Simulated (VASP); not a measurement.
Set up this calculation in VASP 6.6.1, as the native input.

| Property | Result |
| --- | --- |
| Task | single point |
| Functional | PBE |
| Potentials or basis | VASP PAW PBE potentials, release 64 (Ga_d, Si) |
| Cutoff | 520 eV |
| k mesh | 6 × 6 × 6 |
| Occupations | gaussian, width 0.1 eV |
| Spin | no spin polarisation |
| Dipole correction | no |
| k mesh for the DOS | 9 × 9 × 9 |
| Occupations for the DOS | tetrahedron |
| Further INCAR settings | ALGO = Normal; EDIFF = 1e-07; NBANDS = 50 |

The system is Ga6Si.

```
CELL_PARAMETERS angstrom
6.03096 0.00000 0.00000
0.00000 6.03096 0.00000
0.00000 0.00000 6.03096
ATOMIC_POSITIONS crystal
Ga 0.50000 0.50000 0.19386
Ga 0.50000 0.50000 0.80614
Ga 0.19386 0.50000 0.50000
Ga 0.80614 0.50000 0.50000
Ga 0.50000 0.19386 0.50000
Ga 0.50000 0.80614 0.50000
Si 0.00000 0.00000 0.00000
```

The input as run:

POSCAR

```
Ga6Si
1.0
    6.0309600978      0.0000000000      0.0000000000
    0.0000000000      6.0309600978      0.0000000000
    0.0000000000      0.0000000000      6.0309600978
Ga Si
6 1
Direct
    0.5000000000      0.5000000000      0.1938625143
    0.5000000000      0.5000000000      0.8061374857
    0.1938625143      0.5000000000      0.5000000000
    0.8061374857      0.5000000000      0.5000000000
    0.5000000000      0.1938625143      0.5000000000
    0.5000000000      0.8061374857      0.5000000000
    0.0000000000      0.0000000000      0.0000000000
```

INCAR.step1

```
ALGO = Normal ; EDIFF = 1E-7
ENCUT = 520 ; GGA = PE
ISIF = 2 ; ISMEAR = 0
LASPH = True ; LCHARG = True
LREAL = False ; LWAVE = False
NBANDS = 50 ; NELM = 100
PREC = Accurate ; SIGMA = 0.1
```

KPOINTS.step1

```
k-points
0
Gamma
  6 6 6
```

INCAR.step2

```
ALGO = Normal ; EDIFF = 1E-7
ENCUT = 520 ; GGA = PE
ICHARG = 11 ; ISIF = 2
ISMEAR = -5 ; LASPH = True
LCHARG = False ; LORBIT = 10
LREAL = False ; LWAVE = False
NBANDS = 50 ; NEDOS = 1001
NELM = 100 ; PREC = Accurate
SIGMA = 0.1
```

KPOINTS.step2

```
k-points
0
Gamma
  9 9 9
```

Potentials or basis: VASP PAW PBE potentials, release 64 (Ga_d, Si).

The run is started by

```sh
$ cat potpaw_PBE.64/Ga_d/POTCAR potpaw_PBE.64/Si/POTCAR > POTCAR
$ cp INCAR.step1 INCAR
$ cp KPOINTS.step1 KPOINTS
$ mpirun -np 1 vasp_std > vasp.out
$ cp INCAR.step2 INCAR
$ cp KPOINTS.step2 KPOINTS
$ mpirun -np 1 vasp_std > vasp.out
```

It gave:

The valence electrons inside the program's atomic spheres are Ga 11.66; Si 1.42.

Wall time 5 min on 1 thread of AMD EPYC 9R45 96-Core Processor (Zen 5), with other jobs on the host, peak memory 0.43 GiB.
